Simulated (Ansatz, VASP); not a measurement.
## Al3Cu in VASP and in Ansatz

```
Al Cu
1.0
     4.10941    0.00000    0.00000
     0.00000    4.10941    0.00000
     0.00000    0.00000    4.10941
Al Cu
3 1
Direct
  0.00000 0.50000 0.50000
  0.50000 0.00000 0.50000
  0.50000 0.50000 0.00000
  0.00000 0.00000 0.00000
```

Alike in both runs: task single point; functional LDA; k mesh 12 × 12 × 12; occupations gaussian, width 0.1 eV; no spin polarisation.

```csv
,VASP,Ansatz
version,VASP 6.6.1,Ansatz 0.2.0
potentials or method,"VASP PAW LDA potentials, release 64 (Al, Cu), cutoff 520 eV","scalar-relativistic, plane waves, PAW"
valence electrons in the cell,20,28
```

|  | VASP | Ansatz | Ansatz less VASP |
| --- | --- | --- | --- |
| gap on the k mesh at the Fermi level (eV) | none | none | - |
| pressure (GPa) | -13.1 | -13.2 | -0.18 |

LDA's correlation is that of Perdew and Zunger in VASP and of Perdew and Wang (1992) in Ansatz. A gap of «none» marks a metal or a gap that the smearing closes. VASP's potentials hold 20 valence electrons a cell and Ansatz's 28, so a difference there can come from the potentials and not from the codes.
